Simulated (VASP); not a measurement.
Here is a VASP 6.6.1 calculation.

Contents of INCAR:

```
SYSTEM = MoS2
  ALGO = Normal
  EDIFF = 1E-6
  ENCUT = 500
  GGA = PS
  GGA_COMPAT = .False.
  ISIF = 2
  ISMEAR = 0
  IVDW = 13
  LASPH = .True.
  LCHARG = .False.
  LMAXMIX = 4
  LNONCOLLINEAR = .True.
  LORBIT = 11
  LORBMOM = .True.
  LREAL = .False.
  LSORBIT = .True.
  LWAVE = .False.
  MAGMOM = 0 0 0 0 0 0 0 0 0
  NBANDS = 39
  NELM = 200
  PREC = Accurate
  SIGMA = 0.02
```

KPOINTS

```
k-points
0
Gamma
  12 12 2
  0 0 0
```

The input POSCAR:

```
MoS2
1.0
    3.1415002209      0.0000000000      0.0000000000
   -1.5707501104      2.7206189973      0.0000000000
    0.0000000000      0.0000000000     17.3373049838
Mo S
1 2
Direct
    0.0000000000      0.0000000000      0.0000000000
    0.3333333333      0.6666666667      0.0898690531
    0.3333333333      0.6666666667      0.9101309469
```

Potentials or basis: VASP PAW PBE potentials, release 64 (Mo_sv, S).

Launch:

```bash
$ cat potpaw_PBE.64/Mo_sv/POTCAR potpaw_PBE.64/S/POTCAR > POTCAR
$ mpirun -np 1 vasp_ncl > vasp.out
```

Task: What does it give for the net moment?

Result: 0.00 μB per cell.

Task: Estimate the largest force.

Result: 0.048 eV/Å.

Forces on the atoms (eV/Å):
```
Mo   0.000  0.000  0.000
S    0.000  0.000 -0.048
S    0.000  0.000  0.048
```

Caveat: the PAW data sets were made with another functional, which shifts forces and pressure a little.
